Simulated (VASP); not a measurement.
# Mg8O9 (a cell with a defect) in VASP: relaxation of the atoms with PBEsol

Aim: the relaxation of the atoms of Mg8O9 (a cell with a defect) with PBEsol.

All numbers are computed with VASP 6.6.1; they aren't measurements. Logs are shortened: lines on timing, memory, paths and dates and some standing lists are left out, and cuts for length are marked.

### Step 1. The cell of the first run

The cell holds a defect, 17 atoms: a = 5.985 Å, b = 5.985 Å, c = 5.985 Å, α = 60.00°, β = 60.00°, γ = 60.00°.

### Step 2. Relaxation of the atoms, PBEsol, collinear spin

Input file INCAR:

```
SYSTEM = Mg8O9
ALGO = Normal
EDIFF = 1E-6
EDIFFG = -0.08
ENCUT = 520
GGA = PS
IBRION = 2
ISIF = 2
ISMEAR = -1
ISPIN = 2
KPAR = 2
LASPH = .True.
LCHARG = .False.
LORBIT = 11
LREAL = Auto
LWAVE = .False.
MAGMOM = 0 0 0 0 0 0 0 0 0 0 0 0 0 0 0 0 1
NELM = 150
NSW = 45
PREC = Accurate
SIGMA = 0.05
```

Input file KPOINTS:

```
k-points
0
Gamma
  2 2 2
  0 0 0
```

Input file POSCAR:

```
Mg8O9
1.0
    0.0000000000      4.2318000000      4.2318000000
    4.2318000000      0.0000000000      4.2318000000
    4.2318000000      4.2318000000      0.0000000000
Mg O
8 9
Direct
    0.0000000000      0.0000000000      0.0000000000
    0.0000000000      0.0000000000      0.5000000000
    0.0000000000      0.5000000000      0.0000000000
    0.0000000000      0.5000000000      0.5000000000
    0.5000000000      0.0000000000      0.0000000000
    0.5000000000      0.0000000000      0.5000000000
    0.5000000000      0.5000000000      0.0000000000
    0.5000000000      0.5000000000      0.5000000000
    0.2500000000      0.2500000000      0.2500000000
    0.2500000000      0.2500000000      0.7500000000
    0.2500000000      0.7500000000      0.2500000000
    0.2500000000      0.7500000000      0.7500000000
    0.7500000000      0.2500000000      0.2500000000
    0.7500000000      0.2500000000      0.7500000000
    0.7500000000      0.7500000000      0.2500000000
    0.7500000000      0.7500000000      0.7500000000
    0.3546804000      0.3797078000      0.8782177000
```

Potentials or basis: VASP PAW PBE potentials, release 64 (Mg, O).

On the command line:

```console
$ cat potpaw_PBE.64/Mg/POTCAR potpaw_PBE.64/O/POTCAR > POTCAR
$ mpirun -np 2 vasp_std > vasp.out
```

OUTCAR:

```text
SYSTEM = Mg8O9
   EDIFF = 1E-6
   EDIFFG = -0.08
   ENCUT = 520
   GGA = PS
   IBRION = 2
   ISIF = 2
   ISMEAR = -1
   ISPIN = 2
   LASPH = .True.
   LORBIT = 11
   LREAL = Auto
   NELM = 150
   NSW = 45
   PREC = Accurate

 ion  position               nearest neighbor table
   1  0.000  0.000  0.000-  10 2.12  11 2.12  12 2.12  13 2.12  14 2.12  15 2.12   2 2.99   3 2.99
                             5 2.99   2 2.99   4 2.99   6 2.99   3 2.99   4 2.99   7 2.99   5 2.99
   2  0.000  0.000  0.500-   9 2.12  11 2.12  12 2.12  13 2.12  14 2.12  16 2.12   1 2.99   4 2.99
                             6 2.99   1 2.99   3 2.99   5 2.99   3 2.99   4 2.99   8 2.99   5 2.99
   3  0.000  0.500  0.000-  17 1.73  10 2.12  12 2.12  13 2.12  15 2.12  16 2.12   9 2.12   4 2.99
                             7 2.99   1 2.99   2 2.99   4 2.99   8 2.99   1 2.99   2 2.99   5 2.99
   4  0.000  0.500  0.500-   9 2.12  10 2.12  11 2.12  14 2.12  15 2.12  16 2.12   2 2.99   3 2.99
                             8 2.99   1 2.99   3 2.99   7 2.99   1 2.99   2 2.99   6 2.99   6 2.99
   5  0.500  0.000  0.000-  17 1.86  10 2.12  11 2.12  14 2.12  15 2.12  16 2.12   9 2.12   6 2.99
                             7 2.99   1 2.99   2 2.99   6 2.99   8 2.99   3 2.99   7 2.99   8 2.99
   6  0.500  0.000  0.500-   9 2.12  10 2.12  12 2.12  13 2.12  15 2.12  16 2.12   2 2.99   5 2.99
                             8 2.99   1 2.99   5 2.99   7 2.99   4 2.99   7 2.99   8 2.99   1 2.99
   7  0.500  0.500  0.000-  17 1.89  11 2.12  12 2.12  13 2.12  14 2.12  16 2.12   9 2.12   5 2.99
                             8 2.99   3 2.99   4 2.99   6 2.99   8 2.99   1 2.99   5 2.99   6 2.99
   8  0.500  0.500  0.500-  17 1.85  11 2.12  12 2.12  13 2.12  14 2.12  15 2.12  10 2.12   6 2.99
                             7 2.99   4 2.99   3 2.99   5 2.99   7 2.99   2 2.99   5 2.99   6 2.99
   9  0.250  0.250  0.250-  17 1.82   3 2.12   4 2.12   5 2.12   6 2.12   7 2.12   2 2.12
  10  0.250  0.250  0.750-  17 1.77   3 2.12   4 2.12   5 2.12   6 2.12   8 2.12   1 2.12
  11  0.250  0.750  0.250-   1 2.12   2 2.12   4 2.12   5 2.12   7 2.12   8 2.12
  12  0.250  0.750  0.750-  17 1.81   2 2.12   3 2.12   6 2.12   7 2.12   8 2.12   1 2.12
  13  0.750  0.250  0.250-   1 2.12   2 2.12   3 2.12   6 2.12   7 2.12   8 2.12
  14  0.750  0.250  0.750-  17 1.93   2 2.12   4 2.12   5 2.12   7 2.12   8 2.12   1 2.12
  15  0.750  0.750  0.250-   1 2.12   3 2.12   4 2.12   5 2.12   6 2.12   8 2.12
  16  0.750  0.750  0.750-   2 2.12   3 2.12   4 2.12   5 2.12   6 2.12   7 2.12
  17  0.355  0.380  0.878-   3 1.73  10 1.77  12 1.81   9 1.82   8 1.85   5 1.86   7 1.89  14 1.93

  LATTYP: Found a face centered cubic cell.
 ALAT       =     8.4636000000

  Lattice vectors:

 A1 = (   0.0000000000,   4.2318000000,   4.2318000000)
 A2 = (   4.2318000000,   0.0000000000,   4.2318000000)
 A3 = (   4.2318000000,   4.2318000000,   0.0000000000)

Analysis of symmetry for initial positions (statically):
=====================================================================
 Subroutine PRICEL returns:
 Original cell was already a primitive cell.

 Routine SETGRP: Setting up the symmetry group for a
 face centered cubic supercell.

 Subroutine GETGRP returns: Found  1 space group operations
 (whereof  1 operations were pure point group operations)
 out of a pool of 48 trial point group operations.

The static configuration has the point symmetry C_1 .

Analysis of symmetry for dynamics (positions and initial velocities):
=====================================================================
 Subroutine PRICEL returns:
 Original cell was already a primitive cell.

 Routine SETGRP: Setting up the symmetry group for a
 face centered cubic supercell.

 Subroutine GETGRP returns: Found  1 space group operations
 (whereof  1 operations were pure point group operations)
 out of a pool of 48 trial point group operations.

The dynamic configuration has the point symmetry C_1 .

Analysis of structural, dynamic, and magnetic symmetry:
=====================================================================
 Subroutine PRICEL returns:
 Original cell was already a primitive cell.

 Routine SETGRP: Setting up the symmetry group for a
 face centered cubic supercell.

 Subroutine GETGRP returns: Found  1 space group operations
 (whereof  1 operations were pure point group operations)
 out of a pool of 48 trial point group operations.

The overall configuration has the point symmetry C_1 .

 Subroutine INISYM returns: Found  1 space group operations
 (whereof  1 operations are pure point group operations),
 and found     1 'primitive' translations

----------------------------------------------------------------------------------------

                                     Primitive cell

  volume of cell :     151.5673

  direct lattice vectors                    reciprocal lattice vectors
     0.000000000  4.231800000  4.231800000    -0.118153032  0.118153032  0.118153032
     4.231800000  0.000000000  4.231800000     0.118153032 -0.118153032  0.118153032
     4.231800000  4.231800000  0.000000000     0.118153032  0.118153032 -0.118153032

  length of vectors
     5.984668953  5.984668953  5.984668953     0.204647054  0.204647054  0.204647054

  position of ions in fractional coordinates (direct lattice)
     0.000000000  0.000000000  0.000000000
     0.000000000  0.000000000  0.500000000
[... 63 lines left out ...]
            Coordinates               Weight
  0.000000  0.000000  0.000000      1.000000
  0.500000  0.000000  0.000000      1.000000
  0.000000  0.500000  0.000000      1.000000
  0.000000  0.000000  0.500000      1.000000
  0.500000  0.500000  0.500000      1.000000
  0.500000  0.500000  0.000000      1.000000
  0.000000  0.500000  0.500000      1.000000
  0.500000  0.000000  0.500000      1.000000
   k-points           NKPTS =      8   k-points in BZ     NKDIM =      8   number of bands    NBANDS=     45
   number of dos      NEDOS =    301   number of ions     NIONS =     17
   total plane-waves  NPLWV = 110592
   dimension x,y,z NGX =    48 NGY =   48 NGZ =   48
   dimension x,y,z NGXF=    96 NGYF=   96 NGZF=   96
   ions per type =               8   9
   NGX,Y,Z   is equivalent  to a cutoff of  13.33, 13.33, 13.33 a.u.
   NGXF,Y,Z  is equivalent  to a cutoff of  26.67, 26.67, 26.67 a.u.
 SYSTEM =  Mg8O9
   PREC   = accura    normal or accurate (medium, high low for compatibility)
   ISTART =      0    job   : 0-new  1-cont  2-samecut
   ICHARG =      2    charge: 1-file 2-atom 10-const
   ISPIN  =      2    spin polarized calculation?
   LNONCOLLINEAR =      F non collinear calculations
   LSORBIT =      F    spin-orbit coupling
   LASPH  =      T    aspherical Exc in radial PAW
   ENCUT  =  520.0 eV  38.22 Ry    6.18 a.u.  11.13 11.13 11.13*2*pi/ulx,y,z
   NELM   =    150;   NELMIN=  2; NELMDL= -5     # of ELM steps
   EDIFF  = 0.1E-05   stopping-criterion for ELM
   LREAL  =      T    real-space projection
   EDIFFG = -.8E-01   stopping-criterion for IOM
   NSW    =     45    number of steps for IOM
   IBRION =      2    ionic relax: 0-MD 1-quasi-New 2-CG
   NFREE  =      1    steps in history (QN), initial steepest desc. (CG)
   ISIF   =      2    stress and relaxation
   ISYM   =      2    0-nonsym 1-usesym 2-fastsym
   POTIM  = 0.5000    time-step for ionic-motion
   TEBEG  =    0.0;   TEEND  =   0.0 temperature during run
   PSTRESS=    0.0 pullay stress
   NELECT =      70.0000    total number of electrons
   NUPDOWN=      -1.0000    fix difference up-down
   EMIN   =  10.00;   EMAX   =-10.00  energy-range for DOS
   EFERMI =   0.00;   METHOD = LEGACY
   ISMEAR =    -1;   SIGMA  =   0.05  broadening in eV -4-tet -1-fermi 0-gaus
   EFERMI_NEDOS =   21; number of points for ismear=-14 and -15
   IALGO  =     38    algorithm
   IMIX   =      4    mixing-type and parameters
     AMIX     =   0.40;   BMIX     =  1.00
     AMIX_MAG =   1.60;   BMIX_MAG =  1.00
  volume/ion in A,a.u.               =       8.92        60.17
  Fermi-wavevector in a.u.,A,eV,Ry     =   1.265433  2.391321 21.787279  1.601320
  Thomas-Fermi vector in A             =   2.398686
   LORBIT       =     11    0 simple, 1 ext, 2 COOP (PROOUT), +10 PAW based schemes
   GGA     = PS    functional components
   LHFCALC =     F    Hartree Fock is set to
   AEXX    =    0.0000 exact exchange contribution
   IVDW    =     0    specifies the selected vdW correction
   LEPSILON=     F    determine dielectric tensor
   LRPA    =     F    only Hartree local field effects (RPA)
 conjugate gradient relaxation of ions
 spin polarized calculation
  energy-cutoff  :      520.00
  volume of cell :      151.57
 maximum number of plane-waves:      4092
 NGX is ok and might be reduce to    48
   NGX = 23   NGY = 23   NGZ = 23

--------------------------------------- Ionic step        1  -------------------------------------------

 number of electron      70.0000039 magnetization       1.9997000

 Free energy of the ion-electron system (eV)
  ---------------------------------------------------
  ext. energy  EPLUGINS =         0.00000000
  ---------------------------------------------------
  free energy    TOTEN  =       -96.30174636 eV

  energy without entropy =      -96.29932357  energy(sigma->0) =      -96.30053497

------------------------ aborting loop because EDIFF is reached ----------------------------------------

  FORCE on cell =-STRESS in cart. coord.  units (eV):
  Direction    XX          YY          ZZ          XY          YZ          ZX
  --------------------------------------------------------------------------------------
  -------------------------------------------------------------------------------------
  Total       19.7819456     19.7946744     19.7956650     -1.1134943      1.1005247     -1.1667118
  in kB      209.1097036    209.2442573    209.2547283    -11.7704526     11.6333546    -12.3330014
  external PRESSURE =     209.2028964 kB  Pullay stress =       0.0000000 kB
[... 134 lines left out ...]
  FREE ENERGIE OF THE ION-ELECTRON SYSTEM (eV)
  ---------------------------------------------------
  free  energy   TOTEN  =       -99.4432499394 eV

  energy  without entropy=      -99.4347828314  energy(sigma->0) =      -99.43901639

[... ionic steps 4 to 14 ...]

--------------------------------------- Ionic step       15  -------------------------------------------

 number of electron      70.0000012 magnetization       1.9817007

------------------------ aborting loop because EDIFF is reached ----------------------------------------
[... 97 lines left out ...]
--------------------------------------- Ionic step       17  -------------------------------------------

 number of electron      70.0000008 magnetization       1.9830439

 Free energy of the ion-electron system (eV)
  ---------------------------------------------------
  ext. energy  EPLUGINS =         0.00000000
  ---------------------------------------------------
  free energy    TOTEN  =       -99.79107167 eV

  energy without entropy =      -99.78655417  energy(sigma->0) =      -99.78881292

 E-fermi :   5.2236     XC(G=0): -11.5033

 val. band max:        5.0250792548   @ k =   0.5000   0.0000   0.5000
 cond. band min:       5.4083845732   @ k =   0.0000   0.0000   0.5000
 fundamental gap:      0.3833053184
 Fermi energy:         5.2236394996

 spin component 1

 k-point     1 :       0.0000    0.0000    0.0000
  band No.  band energies     occupation
      1     -15.2362      1.00000
      2     -13.5387      1.00000
      3     -12.9131      1.00000
      4     -12.9028      1.00000
      5     -12.6166      1.00000
      6     -12.6106      1.00000
[... 373 lines left out ...]
     44      13.9872      0.00000
     45      14.0741      0.00000
 Fermi energy:         5.2236394996

 spin component 2

 k-point     1 :       0.0000    0.0000    0.0000
  band No.  band energies     occupation
      1     -14.5086      1.00000
      2     -13.3135      1.00000
      3     -12.8723      1.00000
      4     -12.8601      1.00000
      5     -12.5773      1.00000
      6     -12.0982      1.00000
[... 417 lines left out ...]
  FREE ENERGIE OF THE ION-ELECTRON SYSTEM (eV)
  ---------------------------------------------------
  free  energy   TOTEN  =       -99.7910716703 eV

  energy  without entropy=      -99.7865541669  energy(sigma->0) =      -99.78881292

 reached required accuracy - stopping structural energy minimisation

 total charge

# of ion       s       p       d       tot
------------------------------------------
    1        0.155   0.193   0.088   0.436
    2        0.155   0.193   0.088   0.435
    3        0.196   0.251   0.120   0.568
    4        0.155   0.193   0.088   0.436
    5        0.147   0.178   0.081   0.405
    6        0.171   0.227   0.110   0.508
[... 9 lines left out ...]
   16        1.538   3.560   0.000   5.098
   17        1.618   3.439   0.000   5.058
--------------------------------------------------
tot         15.277  33.230   0.737  49.244

 magnetization (x)

# of ion       s       p       d       tot
------------------------------------------
    1       -0.001  -0.001   0.000  -0.001
    2       -0.001  -0.001   0.000  -0.001
    3       -0.002  -0.003  -0.000  -0.005
    4       -0.001  -0.001   0.000  -0.001
    5       -0.001   0.001   0.002   0.002
    6       -0.000   0.003   0.004   0.007
[... 9 lines left out ...]
   16       -0.000  -0.002   0.000  -0.002
   17        0.011   0.708   0.000   0.719
--------------------------------------------------
tot          0.033   1.721   0.012   1.766
```

It took 16 min on 2 MPI ranks of AMD EPYC 9R45 (Zen 5), shared host; peak memory 0.41 GiB.

What came out:

```
Free energy                                           : -99.7911 eV
Energy gained by relaxing                             : 205.3 meV/atom
Ionic steps                                           : 17
Pressure after relaxing                               : 15.8 GPa
Largest force after relaxing                          : 0.056 eV/Å
Band gap on the k mesh                                : 0.38 eV
Net moment                                            : 1.98 μB per cell
Site moments                                          : Mg -0.00, -0.01, +0.00, +0.01 (each value once); O +0.34, +0.35, -0.00, +0.01, +0.72 (each value once) μB
Valence electrons inside the program's atomic spheres : Mg 0.44, 0.43, 0.57, 0.41, 0.51, 0.40 (each value once); O 5.05, 5.06, 5.10, 5.09 (each value once)
```

Forces on the atoms (eV/Å):
```
Mg   0.007 -0.016 -0.008
Mg  -0.001 -0.016 -0.017
Mg   0.019 -0.024 -0.023
Mg   0.010 -0.009 -0.012
Mg   0.030 -0.030 -0.004
Mg  -0.009  0.011  0.010
Mg   0.020 -0.024 -0.023
Mg   0.033  0.001 -0.032
O    0.006  0.054 -0.015
O   -0.052 -0.001  0.002
O   -0.026  0.020  0.021
O    0.003 -0.014  0.054
O   -0.008  0.003  0.020
O    0.004 -0.015 -0.012
O   -0.018  0.004  0.006
O   -0.009  0.021  0.005
O   -0.008  0.035  0.028
```

Stress tensor (GPa, compression positive):
```
15.92 -0.97 -0.96
-0.97 15.69  1.00
-0.96  1.00 15.76
```

Step by step:
```csv
step,energy change (eV),largest force (eV/Å),pressure (GPa)
1,0.0000,6.3060,20.92
2,-2.9014,1.8097,16.54
3,-3.1415,1.1696,15.58
4,-3.1411,1.1663,15.61
5,-3.2100,1.0949,15.95
6,-3.2124,0.7808,15.87
7,-3.2634,0.7033,15.70
8,-3.3068,0.8041,15.55
9,-3.3346,0.7176,15.54
10,-3.3996,0.5353,15.57
11,-3.4197,0.6437,15.85
12,-3.4320,0.5685,15.69
13,-3.4680,0.2793,15.76
14,-3.4812,0.2183,15.86
15,-3.4867,0.1022,15.82
16,-3.4880,0.1008,15.77
17,-3.4893,0.0562,15.79
```

Final structure:
```yaml
crystal:
  lattice:
    - [0.00000, 4.23180, 4.23180]
    - [4.23180, 0.00000, 4.23180]
    - [4.23180, 4.23180, 0.00000]
  atoms:
    - { symbol: Mg, position: [0.00894, 0.99921, 0.99263] }
    - { symbol: Mg, position: [0.00944, 0.99953, 0.49959] }
    - { symbol: Mg, position: [0.92471, 0.52509, 0.02520] }
    - { symbol: Mg, position: [0.00908, 0.49226, 0.49936] }
    - { symbol: Mg, position: [0.49889, 0.00759, 0.99634] }
    - { symbol: Mg, position: [0.53195, 0.98919, 0.48909] }
    - { symbol: Mg, position: [0.49840, 0.49616, 0.99604] }
    - { symbol: Mg, position: [0.49917, 0.49658, 0.50695] }
    - { symbol: O, position: [0.26084, 0.22072, 0.29826] }
    - { symbol: O, position: [0.26029, 0.21933, 0.71960] }
    - { symbol: O, position: [0.25754, 0.74751, 0.24763] }
    - { symbol: O, position: [0.26068, 0.79889, 0.72063] }
    - { symbol: O, position: [0.75507, 0.24542, 0.24988] }
    - { symbol: O, position: [0.77834, 0.24058, 0.74076] }
    - { symbol: O, position: [0.75505, 0.74961, 0.24978] }
    - { symbol: O, position: [0.75504, 0.74979, 0.74549] }
    - { symbol: O, position: [0.29125, 0.40227, 0.90099] }
```

Caveat: the k points lie up to 0.64 Å⁻¹ apart; the PAW data sets were made with another functional, which shifts forces and pressure a little; the relaxation stopped at a loose force limit of 0.08 eV/Å, so its end isn't a converged minimum.
